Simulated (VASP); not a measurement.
Runs of VASP 6.6.1 on TiAl. The structure is that of space group P4/mmm (No. 123), or close to it. The cells are those of the table. 

| cell | further INCAR settings | gap on the mesh (eV) | pressure (GPa) |
| --- | --- | --- | --- |
| a = 3.429, b = 3.429, c = 2.675 Å, 2 atoms | ALGO = Fast; EDIFF = 1e-06; NBANDS = 14 | none | (a) |
| a = 3.245, b = 3.245, c = 2.986 Å, 2 atoms | ALGO = Fast; EDIFF = 1e-06; NBANDS = 14 | none | 0.1 |
| a = 2.892, b = 2.892, c = 3.760 Å, 2 atoms | ALGO = Fast; EDIFF = 1e-07; NBANDS = 14 | none | 0.2 |
| a = 3.058, b = 3.058, c = 3.364 Å, 2 atoms | ALGO = Fast; EDIFF = 1e-07; NBANDS = 14 | none | 0.2 |

Alike in all rows: task single point; level PBEsol; potentials or basis VASP PAW PBE potentials, release 64 (Ti_sv, Al); no spin polarisation; k mesh 22 × 22 × 22; cutoff (eV) 520; smearing gaussian 0.15 eV.

Task: Estimate the missing entries.

Result: (a) 2.2.

Caveats: the PAW data sets were made with another functional, which shifts forces and pressure a little.

A gap of «none» marks levels without a gap at the run's occupations.
